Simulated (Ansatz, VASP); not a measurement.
# One calculation of HgTe, two programs

```
Hg Te
1.0
     0.00000    3.04974    3.04974
     3.04974    0.00000    3.04974
     3.04974    3.04974    0.00000
Hg Te
1 1
Direct
  0.00000 0.00000 0.00000
  0.50000 0.50000 0.50000
```

Alike in both runs: task single point; functional PBE; dispersion D3(BJ); k mesh 12 × 12 × 12; occupations gaussian, width 0.1 eV; no spin polarisation.

```csv
,VASP,Ansatz
version,VASP 6.6.1,Ansatz 0.2.0
potentials or method,"VASP PAW PBE potentials, release 64 (Hg, Te), cutoff 520 eV","scalar-relativistic, plane waves, PAW"
valence electrons in the cell,18,36
```

VASP gave:

- gap on the k mesh at the Fermi level (eV): none
- pressure (GPa): -1.4

**Question.** Which values does Ansatz return?

**Answer.** gap on the k mesh at the Fermi level (eV): none; pressure (GPa): -1.5.

A gap of «none» marks a metal or a gap that the smearing closes. VASP's potentials hold 18 valence electrons a cell and Ansatz's 36, so a difference there can come from the potentials and not from the codes.

Neither program's run includes spin-orbit coupling.
